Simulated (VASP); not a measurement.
# V (Im-3m) in VASP: a series of runs

The runs below take V through single point, with PBE.

Everything below comes from runs of VASP 6.6.1. Logs are shortened: lines on timing, memory, paths and dates and some standing lists are left out, and cuts for length are marked.

### Step 1. The cell of the first run

The structure is cubic, space group Im-3m (No. 229). The conventional cell has a = 2.918 Å, b = 2.918 Å, c = 2.918 Å, α = 90.00°, β = 90.00°, γ = 90.00°. V (site symmetry m-3m) has 14 V at 2.53 to 2.92 Å within 3.3 Å.

### Step 2. Single point, PBE, collinear spin, zero start

INCAR

```
PREC = Accurate
ENCUT = 500
EDIFF = 1E-6
ISMEAR = -1
SIGMA = 0.1
LREAL = F
LASPH = T
NELM = 200
ALGO = Normal
ISIF = 2
LWAVE = F
LCHARG = T
ISPIN = 2
MAGMOM = 0
LORBIT = 11
LMAXMIX = 4
GGA = PE
LELF = T
LVHAR = T
NBANDS = 16
GGA_COMPAT = F
```

KPOINTS

```
Automatic mesh
0
Gamma
  8 8 8
```

POSCAR

```
V
1.0
   -1.4588830000      1.4588830000      1.4588830000
    1.4588830000     -1.4588830000      1.4588830000
    1.4588830000      1.4588830000     -1.4588830000
V
1
Direct
    0.0000000000      0.0000000000      0.0000000000
```

Potentials or basis: VASP PAW PBE potentials, release 64 (V_sv).

Launch:

```sh
$ cat potpaw_PBE.64/V_sv/POTCAR > POTCAR
$ mpirun -np 1 vasp_std > vasp.out
```

OUTCAR:

```text
PREC = Accurate
   ENCUT = 500
   EDIFF = 1E-6
   ISMEAR = -1
   LREAL = F
   LASPH = T
   NELM = 200
   ISIF = 2
   ISPIN = 2
   LORBIT = 11
   GGA = PE

 ion  position               nearest neighbor table
   1  0.000  0.000  0.000-

  LATTYP: Found a body centered cubic cell.
 ALAT       =     2.9177660000

  Lattice vectors:

 A1 = (  -1.4588830000,   1.4588830000,   1.4588830000)
 A2 = (   1.4588830000,  -1.4588830000,   1.4588830000)
 A3 = (   1.4588830000,   1.4588830000,  -1.4588830000)

Analysis of symmetry for initial positions (statically):
=====================================================================
 Subroutine PRICEL returns:
 Original cell was already a primitive cell.

 Routine SETGRP: Setting up the symmetry group for a
 body centered cubic supercell.

 Subroutine GETGRP returns: Found 48 space group operations
 (whereof 48 operations were pure point group operations)
 out of a pool of 48 trial point group operations.

The static configuration has the point symmetry O_h .

Analysis of symmetry for dynamics (positions and initial velocities):
=====================================================================
 Subroutine PRICEL returns:
 Original cell was already a primitive cell.

 Routine SETGRP: Setting up the symmetry group for a
 body centered cubic supercell.

 Subroutine GETGRP returns: Found 48 space group operations
 (whereof 48 operations were pure point group operations)
 out of a pool of 48 trial point group operations.

The dynamic configuration has the point symmetry O_h .

Analysis of structural, dynamic, and magnetic symmetry:
=====================================================================
 Subroutine PRICEL returns:
 Original cell was already a primitive cell.

 Routine SETGRP: Setting up the symmetry group for a
 body centered cubic supercell.

 Subroutine GETGRP returns: Found 48 space group operations
 (whereof 48 operations were pure point group operations)
 out of a pool of 48 trial point group operations.

The overall configuration has the point symmetry O_h .

 Subroutine INISYM returns: Found 48 space group operations
 (whereof 48 operations are pure point group operations),
 and found     1 'primitive' translations

----------------------------------------------------------------------------------------

                                     Primitive cell

  volume of cell :      12.4200

  direct lattice vectors                    reciprocal lattice vectors
    -1.458883000  1.458883000  1.458883000     0.000000000  0.342727964  0.342727964
     1.458883000 -1.458883000  1.458883000     0.342727964  0.000000000  0.342727964
[... 96 lines left out ...]
   EMIN   =  10.00;   EMAX   =-10.00  energy-range for DOS
   EFERMI =   0.00;   METHOD = LEGACY
   ISMEAR =    -1;   SIGMA  =   0.10  broadening in eV -4-tet -1-fermi 0-gaus
   EFERMI_NEDOS =   21; number of points for ismear=-14 and -15
   IALGO  =     38    algorithm
   IMIX   =      4    mixing-type and parameters
     AMIX     =   0.40;   BMIX     =  1.00
     AMIX_MAG =   1.60;   BMIX_MAG =  1.00
  volume/ion in A,a.u.               =      12.42        83.81
  Fermi-wavevector in a.u.,A,eV,Ry     =   1.662196  3.141094 37.591462  2.762895
  Thomas-Fermi vector in A             =   2.749128
   LORBIT       =     11    0 simple, 1 ext, 2 COOP (PROOUT), +10 PAW based schemes
   GGA     = PE    functional components
   LHFCALC =     F    Hartree Fock is set to
   AEXX    =    0.0000 exact exchange contribution
   IVDW    =     0    specifies the selected vdW correction
   LEPSILON=     F    determine dielectric tensor
   LRPA    =     F    only Hartree local field effects (RPA)
 spin polarized calculation
  energy-cutoff  :      500.00
  volume of cell :       12.42
 maximum number of plane-waves:       325
   NGX =  9   NGY =  9   NGZ =  9

 number of electron      13.0000010 magnetization      -0.0000009

 number of electron      13.0000010 magnetization       0.0000011

 Free energy of the ion-electron system (eV)
  ---------------------------------------------------
  ext. energy  EPLUGINS =         0.00000000
  ---------------------------------------------------
  free energy    TOTEN  =        -8.98355219 eV

  energy without entropy =       -8.93873572  energy(sigma->0) =       -8.96114395

 E-fermi :  10.7708     XC(G=0): -13.3469

 val. band max:       10.7456957673   @ k =  -0.2500   0.2500   0.1250
 cond. band min:      10.8538047826   @ k =   0.5000   0.5000   0.1250
 fundamental gap:      0.1081090153
 Fermi energy:        10.7707892417

 spin component 1

 k-point     1 :       0.0000    0.0000    0.0000
  band No.  band energies     occupation
      1     -52.8500      1.00000
      2     -26.0024      1.00000
      3     -26.0024      1.00000
      4     -26.0024      1.00000
      5       4.0097      1.00000
      6      11.1984      0.01371
[... 435 lines left out ...]
      5       8.3956      1.00000
      6       9.0727      1.00000
[... 8 lines left out ...]
     15      42.1085      0.00000
     16      42.3702      0.00000

 [... further k-points ...]

 spin component 2

 k-point     1 :       0.0000    0.0000    0.0000
  band No.  band energies     occupation
      1     -52.8500      1.00000
      2     -26.0023      1.00000
      3     -26.0023      1.00000
      4     -26.0023      1.00000
      5       4.0097      1.00000
      6      11.1984      0.01371
[... 435 lines left out ...]
      5       8.3956      1.00000
      6       9.0727      1.00000
[... 8 lines left out ...]
     15      42.1085      0.00000
     16      42.3702      0.00000

 [... further k-points ...]
[... 5 lines left out ...]
  --------------------------------------------------------------------------------------
  -------------------------------------------------------------------------------------
  Total        1.2741279      1.2741279      1.2741279     -0.0000000     -0.0000000      0.0000000
  in kB      164.3623101    164.3623101    164.3623101     -0.0000000     -0.0000000      0.0000000
  external PRESSURE =     164.3623101 kB  Pullay stress =       0.0000000 kB

 VOLUME and BASIS-vectors are now :
 -----------------------------------------------------------------------------
  energy-cutoff  :      500.00
  volume of cell :       12.42
      direct lattice vectors                 reciprocal lattice vectors
    -1.458883000  1.458883000  1.458883000     0.000000000  0.342727964  0.342727964
     1.458883000 -1.458883000  1.458883000     0.342727964  0.000000000  0.342727964
     1.458883000  1.458883000 -1.458883000     0.342727964  0.342727964  0.000000000

 POSITION                                       TOTAL-FORCE (eV/Angst)
 -----------------------------------------------------------------------------------
      0.00000      0.00000      0.00000        -0.000000      0.000000     -0.000000
 -----------------------------------------------------------------------------------
    total drift:                                0.000000      0.000000      0.000000

  FREE ENERGIE OF THE ION-ELECTRON SYSTEM (eV)
  ---------------------------------------------------
  free  energy   TOTEN  =        -8.9835521876 eV

  energy  without entropy=       -8.9387357167  energy(sigma->0) =       -8.96114395

 total charge

# of ion       s       p       d       tot
------------------------------------------
    1        2.367   6.242   3.199  11.809

 magnetization (x)

# of ion       s       p       d       tot
------------------------------------------
    1        0.000  -0.000  -0.000  -0.000
```

Run time: 5.6 s. Hardware: 1 thread of Intel Xeon 6975P-C (Granite Rapids), shared host; peak memory 0.12 GiB.

What came out:

| Item | Value |
| --- | --- |
| Free energy | -8.9836 eV |
| Pressure | 16.4 GPa |
| Net moment | 0.00 μB per cell |
| Valence electrons inside the program's atomic spheres | V 11.81 |

Caveat: the k points lie up to 0.38 Å⁻¹ apart.

### Step 3. Single point, PBE, collinear spin, zero start

INCAR

```
SYSTEM = V
  PREC = Accurate
  ENCUT = 500
  EDIFF = 1E-6
  ISMEAR = -1
  SIGMA = 0.1
  LREAL = .FALSE.
  LASPH = .TRUE.
  NELM = 200
  ALGO = Normal
  ISIF = 2
  LWAVE = .FALSE.
  LCHARG = .FALSE.
  ISPIN = 2
  MAGMOM = 0
  LORBIT = 11
  LMAXMIX = 4
  GGA = PE
  NBANDS = 16
  GGA_COMPAT = .FALSE.
```

KPOINTS

```
regular mesh
0
G
  8 8 8
  0 0 0
```

POSCAR is that of step 2.

Potentials or basis: VASP PAW PBE potentials, release 64 (V_sv).

Launch:

```sh
$ cat potpaw_PBE.64/V_sv/POTCAR > POTCAR
$ mpirun -np 1 vasp_std > vasp.out
```

OUTCAR:

```text
SYSTEM = V
   PREC = Accurate
   ENCUT = 500
   EDIFF = 1E-6
   ISMEAR = -1
   LREAL = .FALSE.
   LASPH = .TRUE.
   NELM = 200
   ISIF = 2
   ISPIN = 2
   LORBIT = 11
   GGA = PE

 ion  position               nearest neighbor table
   1  0.000  0.000  0.000-

  LATTYP: Found a body centered cubic cell.
 ALAT       =     2.9177660000

  Lattice vectors:

 A1 = (  -1.4588830000,   1.4588830000,   1.4588830000)
 A2 = (   1.4588830000,  -1.4588830000,   1.4588830000)
 A3 = (   1.4588830000,   1.4588830000,  -1.4588830000)

Analysis of symmetry for initial positions (statically):
=====================================================================
 Subroutine PRICEL returns:
 Original cell was already a primitive cell.

 Routine SETGRP: Setting up the symmetry group for a
 body centered cubic supercell.

 Subroutine GETGRP returns: Found 48 space group operations
 (whereof 48 operations were pure point group operations)
 out of a pool of 48 trial point group operations.

The static configuration has the point symmetry O_h .

Analysis of symmetry for dynamics (positions and initial velocities):
=====================================================================
 Subroutine PRICEL returns:
 Original cell was already a primitive cell.

[... 620 lines left out ...]
      5       8.3956      1.00000
      6       9.0727      1.00000
[... 8 lines left out ...]
     15      42.1085      0.00000
     16      42.3702      0.00000

 [... further k-points ...]

 spin component 2

 k-point     1 :       0.0000    0.0000    0.0000
  band No.  band energies     occupation
      1     -52.8500      1.00000
      2     -26.0023      1.00000
      3     -26.0023      1.00000
      4     -26.0023      1.00000
      5       4.0097      1.00000
      6      11.1984      0.01371
[... 435 lines left out ...]
      5       8.3956      1.00000
      6       9.0727      1.00000
[... 8 lines left out ...]
     15      42.1085      0.00000
     16      42.3702      0.00000

 [... further k-points ...]
[... 5 lines left out ...]
  --------------------------------------------------------------------------------------
  -------------------------------------------------------------------------------------
  Total        1.2741279      1.2741279      1.2741279     -0.0000000     -0.0000000      0.0000000
  in kB      164.3623101    164.3623101    164.3623101     -0.0000000     -0.0000000      0.0000000
  external PRESSURE =     164.3623101 kB  Pullay stress =       0.0000000 kB

 VOLUME and BASIS-vectors are now :
 -----------------------------------------------------------------------------
  energy-cutoff  :      500.00
  volume of cell :       12.42
      direct lattice vectors                 reciprocal lattice vectors
    -1.458883000  1.458883000  1.458883000     0.000000000  0.342727964  0.342727964
     1.458883000 -1.458883000  1.458883000     0.342727964  0.000000000  0.342727964
     1.458883000  1.458883000 -1.458883000     0.342727964  0.342727964  0.000000000

 POSITION                                       TOTAL-FORCE (eV/Angst)
 -----------------------------------------------------------------------------------
      0.00000      0.00000      0.00000        -0.000000      0.000000     -0.000000
 -----------------------------------------------------------------------------------
    total drift:                                0.000000      0.000000      0.000000

  FREE ENERGIE OF THE ION-ELECTRON SYSTEM (eV)
  ---------------------------------------------------
  free  energy   TOTEN  =        -8.9835521876 eV

  energy  without entropy=       -8.9387357167  energy(sigma->0) =       -8.96114395

 total charge

# of ion       s       p       d       tot
------------------------------------------
    1        2.367   6.242   3.199  11.809

 magnetization (x)

# of ion       s       p       d       tot
------------------------------------------
    1        0.000  -0.000  -0.000  -0.000
```

stdout:

```text
POSCAR found type information on POSCAR V
 POSCAR found :  1 types and       1 ions
 scaLAPACK will be used
 LDA part: xc-table for (Slater+PW92), standard interpolation
 POSCAR, INCAR and KPOINTS ok, starting setup
 FFT: planning ... GRIDC
 FFT: planning ... GRID_SOFT
 FFT: planning ... GRID
 WAVECAR not read
 entering main loop
```

Run time: 5.6 s. Hardware: 1 thread of Intel Xeon 6975P-C (Granite Rapids), shared host; peak memory 0.12 GiB.

Results:

```yaml
Free_energy: -8.9836 eV
Pressure: 16.4 GPa
Net_moment: 0.00 μB per cell
Valence_electrons_inside_the_program's_atomic_spheres: V 11.81
```

Caveat: the k points lie up to 0.38 Å⁻¹ apart.
